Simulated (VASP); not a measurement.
# KI (I4/mmm) in VASP: further runs

The runs below take KI through single point, with PBE.

Program: VASP 6.6.1. These are calculated values, not measurements. Logs are shortened: lines on timing, memory, paths and dates and some standing lists are left out, and cuts for length are marked.

**1. The cell of the first run**

It takes space group I4/mmm (No. 139, tetragonal). Conventional cell: a = 4.984 Å, b = 4.984 Å, c = 6.485 Å, α = 90.00°, β = 90.00°, γ = 90.00°. K (site symmetry 4/mmm) has 6 I at 3.24 to 3.52 Å within 4.3 Å. Within 4.3 Å of I (site symmetry 4/mmm) lie 6 K at 3.24 to 3.52 Å.

**2. Single point, PBE (strain +0.000 along x and y, -0.080 along z)**

INCAR reads:

```
SYSTEM = KI
PREC = Accurate
ENCUT = 520
EDIFF = 1E-7
ISMEAR = 0
SIGMA = 0.05
LREAL = .False.
LASPH = .True.
NELM = 60
ALGO = Normal
ISIF = 2
LWAVE = .False.
LCHARG = .False.
GGA = PE
NBANDS = 15
```

KPOINTS reads:

```
Automatic mesh
0
Gamma
  6 6 6
  0 0 0
```

POSCAR reads:

```
KI
1.0
    0.0000000000      3.5245500000      3.2425860000
    3.5245500000      0.0000000000      3.2425860000
    3.5245500000      3.5245500000      0.0000000000
K I
1 1
Direct
    0.0000000000      0.0000000000      0.0000000000
    0.5000000000      0.5000000000      0.5000000000
```

Potentials or basis: VASP PAW PBE potentials, release 64 (K_sv, I).

The run is started by

```bash
> cat potpaw_PBE.64/K_sv/POTCAR potpaw_PBE.64/I/POTCAR > POTCAR
> mpirun -np 1 vasp_std > vasp.out
```

OUTCAR:

```text
SYSTEM = KI
   PREC = Accurate
   ENCUT = 520
   EDIFF = 1E-7
   ISMEAR = 0
   LREAL = .False.
   LASPH = .True.
   NELM = 60
   ISIF = 2
   GGA = PE

 ion  position               nearest neighbor table
   1  0.000  0.000  0.000-   2 3.24   2 3.24   2 3.52   2 3.52   2 3.52   2 3.52
   2  0.500  0.500  0.500-   1 3.24   1 3.24   1 3.52   1 3.52   1 3.52   1 3.52

  LATTYP: Found a body centered tetragonal cell.
 ALAT       =     4.9844664113
 C/A-ratio  =     1.3010764774

  Lattice vectors:

 A1 = (   0.0000000000,  -3.5245500000,  -3.2425860000)
 A2 = (   0.0000000000,   3.5245500000,  -3.2425860000)
 A3 = (   3.5245500000,   0.0000000000,   3.2425860000)

Analysis of symmetry for initial positions (statically):
=====================================================================
 Subroutine PRICEL returns:
 Original cell was already a primitive cell.

 Routine SETGRP: Setting up the symmetry group for a
 body centered tetragonal supercell.

 Subroutine GETGRP returns: Found 16 space group operations
 (whereof 16 operations were pure point group operations)
 out of a pool of 16 trial point group operations.

The static configuration has the point symmetry D_4h.

Analysis of symmetry for dynamics (positions and initial velocities):
=====================================================================
 Subroutine PRICEL returns:
 Original cell was already a primitive cell.

 Routine SETGRP: Setting up the symmetry group for a
 body centered tetragonal supercell.

 Subroutine GETGRP returns: Found 16 space group operations
 (whereof 16 operations were pure point group operations)
 out of a pool of 16 trial point group operations.

The dynamic configuration has the point symmetry D_4h.

 Subroutine INISYM returns: Found 16 space group operations
 (whereof 16 operations are pure point group operations),
 and found     1 'primitive' translations

----------------------------------------------------------------------------------------

                                     Primitive cell

  volume of cell :      80.5617

  direct lattice vectors                    reciprocal lattice vectors
     0.000000000  3.524550000  3.242586000    -0.141862082  0.141862082  0.154197915
     3.524550000  0.000000000  3.242586000     0.141862082 -0.141862082  0.154197915
     3.524550000  3.524550000  0.000000000     0.141862082  0.141862082 -0.154197915

  length of vectors
     4.789239676  4.789239676  4.984466411     0.253034973  0.253034973  0.253034973

  position of ions in fractional coordinates (direct lattice)
     0.000000000  0.000000000  0.000000000
     0.500000000  0.500000000  0.500000000

  ion indices of the primitive-cell ions
   primitive index   ion index
                 1           1
                 2           2

----------------------------------------------------------------------------------------

 KPOINTS: Automatic mesh

Automatic generation of k-mesh.
 Grid dimensions read from file:
 generate k-points for:    6    6    6

 Generating k-lattice:

  Cartesian coordinates                     Fractional coordinates (reciprocal lattice)
    -0.023643680  0.023643680  0.025699652     0.166666667  0.000000000  0.000000000
     0.023643680 -0.023643680  0.025699652     0.000000000  0.166666667  0.000000000
     0.023643680  0.023643680 -0.025699652     0.000000000  0.000000000  0.166666667

  Length of vectors
     0.042172495  0.042172495  0.042172495

  Shift w.r.t. Gamma in fractional coordinates (k-lattice)
     0.000000000  0.000000000  0.000000000

 Subroutine IBZKPT returns following result:
 ===========================================

 Found     30 irreducible k-points:

 Following reciprocal coordinates:
            Coordinates               Weight
  0.000000  0.000000  0.000000      1.000000
  0.166667 -0.000000  0.000000      8.000000
  0.333333  0.000000  0.000000      8.000000
  0.500000  0.000000  0.000000      4.000000
  0.166667  0.166667  0.000000      2.000000
  0.333333  0.166667  0.000000      8.000000
[... 16 lines left out ...]
  0.333333  0.000000  0.333333      4.000000
  0.500000 -0.000000  0.333333     16.000000
 [... further k-points ...]
   k-points           NKPTS =     30   k-points in BZ     NKDIM =     30   number of bands    NBANDS=     15
   number of dos      NEDOS =    301   number of ions     NIONS =      2
   total plane-waves  NPLWV =  51840
   dimension x,y,z NGX =    36 NGY =   36 NGZ =   40
   dimension x,y,z NGXF=    72 NGYF=   72 NGZF=   80
   ions per type =               1   1
   NGX,Y,Z   is equivalent  to a cutoff of  12.50, 12.50, 13.34 a.u.
   NGXF,Y,Z  is equivalent  to a cutoff of  24.99, 24.99, 26.68 a.u.
 SYSTEM =  KI
   PREC   = accura    normal or accurate (medium, high low for compatibility)
   ISTART =      0    job   : 0-new  1-cont  2-samecut
   ICHARG =      2    charge: 1-file 2-atom 10-const
   ISPIN  =      1    spin polarized calculation?
   LNONCOLLINEAR =      F non collinear calculations
   LSORBIT =      F    spin-orbit coupling
   LASPH  =      T    aspherical Exc in radial PAW
   ENCUT  =  520.0 eV  38.22 Ry    6.18 a.u.   8.90  8.90  9.27*2*pi/ulx,y,z
   NELM   =     60;   NELMIN=  2; NELMDL= -5     # of ELM steps
   EDIFF  = 0.1E-06   stopping-criterion for ELM
   LREAL  =      F    real-space projection
   EDIFFG = 0.1E-05   stopping-criterion for IOM
   NSW    =      0    number of steps for IOM
   IBRION =     -1    ionic relax: 0-MD 1-quasi-New 2-CG
   NFREE  =      0    steps in history (QN), initial steepest desc. (CG)
   ISIF   =      2    stress and relaxation
   ISYM   =      2    0-nonsym 1-usesym 2-fastsym
   POTIM  = 0.5000    time-step for ionic-motion
   TEBEG  =    0.0;   TEEND  =   0.0 temperature during run
   PSTRESS=    0.0 pullay stress
   NELECT =      16.0000    total number of electrons
   NUPDOWN=      -1.0000    fix difference up-down
   EMIN   =  10.00;   EMAX   =-10.00  energy-range for DOS
   EFERMI =   0.00;   METHOD = LEGACY
   ISMEAR =     0;   SIGMA  =   0.05  broadening in eV -4-tet -1-fermi 0-gaus
   EFERMI_NEDOS =   21; number of points for ismear=-14 and -15
   IALGO  =     38    algorithm
   IMIX   =      4    mixing-type and parameters
     AMIX     =   0.40;   BMIX     =  1.00
     AMIX_MAG =   1.60;   BMIX_MAG =  1.00
  volume/ion in A,a.u.               =      40.28       271.83
  Fermi-wavevector in a.u.,A,eV,Ry     =   0.955151  1.804973 12.412769  0.912313
  Thomas-Fermi vector in A             =   2.083962
   LORBIT       =      0    0 simple, 1 ext, 2 COOP (PROOUT), +10 PAW based schemes
   GGA     = PE    functional components
   LHFCALC =     F    Hartree Fock is set to
   AEXX    =    0.0000 exact exchange contribution
   IVDW    =     0    specifies the selected vdW correction
   LEPSILON=     F    determine dielectric tensor
   LRPA    =     F    only Hartree local field effects (RPA)
 non-spin polarized calculation
 Gauss-broadening in eV      SIGMA  =   0.05
  energy-cutoff  :      520.00
  volume of cell :       80.56
 maximum number of plane-waves:      2188
   NGX = 17   NGY = 17   NGZ = 19

 number of electron      16.0000001 magnetization

 Free energy of the ion-electron system (eV)
  ---------------------------------------------------
  ext. energy  EPLUGINS =         0.00000000
  ---------------------------------------------------
  free energy    TOTEN  =        -5.43979011 eV

  energy without entropy =       -5.43979011  energy(sigma->0) =       -5.43979011

 E-fermi :   0.4503     XC(G=0):  -7.5287

 val. band max:        0.1337900342   @ k =   0.0000   0.0000   0.0000
 cond. band min:       4.2431630016   @ k =   0.0000   0.0000   0.0000
 fundamental gap:      4.1093729674
 Fermi energy:         0.4503438101

 k-point     1 :       0.0000    0.0000    0.0000
  band No.  band energies     occupation
      1     -28.2608      2.00000
      2     -11.7856      2.00000
      3     -11.7580      2.00000
      4     -11.7580      2.00000
      5     -10.5744      2.00000
      6       0.0691      2.00000
      7       0.0691      2.00000
      8       0.1338      2.00000
      9       4.2432      0.00000
     10       6.3653      0.00000
     11       6.3653      0.00000
     12       6.9051      0.00000
     13       7.1192      0.00000
     14       7.5556      0.00000
     15       9.9954      0.00000

 k-point     2 :       0.1667   -0.0000    0.0000
  band No.  band energies     occupation
      1     -28.2599      2.00000
      2     -11.8579      2.00000
      3     -11.7673      2.00000
      4     -11.7604      2.00000
      5     -10.4460      2.00000
      6      -0.4025      2.00000
      7      -0.0504      2.00000
      8      -0.0087      2.00000
      9       4.8978      0.00000
     10       6.4560      0.00000
     11       6.7002      0.00000
     12       7.0575      0.00000
     13       7.4843      0.00000
     14       7.9676      0.00000
     15      10.9500      0.00000

 k-point     3 :       0.3333    0.0000    0.0000
  band No.  band energies     occupation
      1     -28.2581      2.00000
      2     -11.9884      2.00000
      3     -11.7675      2.00000
      4     -11.7653      2.00000
      5     -10.2175      2.00000
      6      -1.1524      2.00000
      7      -0.2666      2.00000
      8      -0.2265      2.00000
      9       5.5457      0.00000
     10       7.3119      0.00000
     11       7.4632      0.00000
     12       7.8008      0.00000
     13       8.4821      0.00000
     14       8.9677      0.00000
     15      10.0050      0.00000
[... 343 lines left out ...]
 k-point    23 :       0.3333    0.0000    0.3333
  band No.  band energies     occupation
      1     -28.2576      2.00000
      2     -11.8422      2.00000
      3     -11.8089      2.00000
      4     -11.7703      2.00000
      5     -10.3890      2.00000
      6      -1.0093      2.00000
      7      -0.2021      2.00000
      8      -0.1799      2.00000
      9       5.1530      0.00000
     10       6.0401      0.00000
     11       7.9921      0.00000
     12       8.3798      0.00000
     13       8.7780      0.00000
     14       9.1261      0.00000
     15      10.1578      0.00000

 k-point    24 :       0.5000   -0.0000    0.3333
  band No.  band energies     occupation
      1     -28.2567      2.00000
      2     -11.8781      2.00000
      3     -11.8092      2.00000
      4     -11.7775      2.00000
      5     -10.3204      2.00000
      6      -1.0498      2.00000
      7      -0.5016      2.00000
      8      -0.2827      2.00000
      9       5.3534      0.00000
     10       6.5952      0.00000
     11       8.0110      0.00000
     12       8.4516      0.00000
     13       9.1680      0.00000
     14       9.6253      0.00000
     15      10.0281      0.00000

 [... further k-points ...]

------------------------ aborting loop because EDIFF is reached ----------------------------------------

  FORCE on cell =-STRESS in cart. coord.  units (eV):
  Direction    XX          YY          ZZ          XY          YZ          ZX
  --------------------------------------------------------------------------------------
  -------------------------------------------------------------------------------------
  Total        0.5631472      0.5631472      2.6232807      0.0000000     -0.0000000      0.0000000
  in kB       11.1996288     11.1996288     52.1706798      0.0000000     -0.0000000      0.0000000
  external PRESSURE =      24.8566458 kB  Pullay stress =       0.0000000 kB

 VOLUME and BASIS-vectors are now :
 -----------------------------------------------------------------------------
  energy-cutoff  :      520.00
  volume of cell :       80.56
      direct lattice vectors                 reciprocal lattice vectors
     0.000000000  3.524550000  3.242586000    -0.141862082  0.141862082  0.154197915
     3.524550000  0.000000000  3.242586000     0.141862082 -0.141862082  0.154197915
     3.524550000  3.524550000  0.000000000     0.141862082  0.141862082 -0.154197915

 POSITION                                       TOTAL-FORCE (eV/Angst)
 -----------------------------------------------------------------------------------
      0.00000      0.00000      0.00000         0.000000     -0.000000      0.000000
      3.52455      3.52455      3.24259        -0.000000      0.000000      0.000000
 -----------------------------------------------------------------------------------
    total drift:                                0.000000      0.000000      0.000000

  FREE ENERGIE OF THE ION-ELECTRON SYSTEM (eV)
  ---------------------------------------------------
  free  energy   TOTEN  =        -5.4397901053 eV

  energy  without entropy=       -5.4397901053  energy(sigma->0) =       -5.43979011
```

Wall time 22 s (1 thread of Intel Xeon Platinum 8488C (Sapphire Rapids), shared host); peak memory 0.22 GiB.

What came out:

- Free energy: -5.4398 eV
- Pressure: 2.5 GPa
- Band gap on the k mesh: 4.11 eV, direct

Levels at points of the mesh, in eV from the valence-band top:
```
           k point  band 4  band 5  band 6  band 7  band 8  band 9  band 10  band 11  band 12  band 13
(0.00, 0.00, 0.00)  -11.89  -10.71   -0.06   -0.06    0.00    4.11     6.23     6.23     6.77     6.99
(0.50, 0.00, 0.00)  -11.90  -10.25   -1.60   -0.50   -0.46    5.55     7.88     7.96     8.69     8.79
(0.50, 0.50, 0.00)  -11.93  -10.50   -1.07   -0.57   -0.57    4.67     5.97     8.30     9.04     9.39
(0.50, 0.00, 0.50)  -11.91  -10.53   -1.23   -0.42   -0.38    4.76     5.94     8.06     9.01     9.08
```

Caveat: the cell differs from its parent crystal (strain +0.000 along x and y, -0.080 along z); spin-orbit coupling is left out, which moves the levels of the heavy elements.

**3. Single point, PBE (strain -0.040 along x and y, +0.040 along z)**

INCAR reads:

```
PREC = Accurate
ENCUT = 520
EDIFF = 1E-6
ISMEAR = 0
SIGMA = 0.05
LREAL = False
LASPH = True
NELM = 80
ALGO = Normal
ISIF = 2
LWAVE = False
LCHARG = False
GGA = PE
NBANDS = 15
```

KPOINTS reads:

```
Automatic mesh
0
Gamma
  6 6 6
```

POSCAR reads:

```
KI
1.0
    0.0000000000      3.3835680000      3.6655320000
    3.3835680000      0.0000000000      3.6655320000
    3.3835680000      3.3835680000      0.0000000000
K I
1 1
Direct
    0.0000000000      0.0000000000      0.0000000000
    0.5000000000      0.5000000000      0.5000000000
```

Potentials or basis: VASP PAW PBE potentials, release 64 (K_sv, I).

The run is started by

```bash
> cat potpaw_PBE.64/K_sv/POTCAR potpaw_PBE.64/I/POTCAR > POTCAR
> mpirun -np 1 vasp_std > vasp.out
```

It took 22 s on 1 thread of Intel Xeon Platinum 8488C (Sapphire Rapids), shared host; peak memory 0.24 GiB.

Results (log left out):

* Free energy: -5.4950 eV
* Pressure: 1.6 GPa
* Band gap on the k mesh: 4.05 eV, direct

Stress tensor (GPa, compression positive):
```
2.45 0.00 0.00
0.00 2.45 0.00
0.00 0.00 0.01
```

Levels at points of the mesh, in eV from the valence-band top:
| k point | band 4 | band 5 | band 6 | band 7 | band 8 | band 9 | band 10 | band 11 | band 12 | band 13 |
| --- | --- | --- | --- | --- | --- | --- | --- | --- | --- | --- |
| (0.00, 0.00, 0.00) | -11.92 | -10.60 | -0.04 | 0.00 | 0.00 | 4.05 | 6.14 | 6.64 | 6.64 | 7.09 |
| (0.50, 0.00, 0.00) | -11.92 | -10.23 | -1.46 | -0.42 | -0.38 | 5.55 | 7.81 | 7.98 | 8.57 | 8.77 |
| (0.50, 0.50, 0.00) | -11.94 | -10.46 | -1.14 | -0.31 | -0.31 | 4.87 | 5.91 | 8.02 | 8.80 | 8.87 |
| (0.50, 0.00, 0.50) | -11.94 | -10.43 | -1.05 | -0.50 | -0.40 | 4.82 | 5.88 | 8.19 | 8.93 | 9.11 |

Caveat: the cell differs from its parent crystal (strain -0.040 along x and y, +0.040 along z); spin-orbit coupling is left out, which moves the levels of the heavy elements.
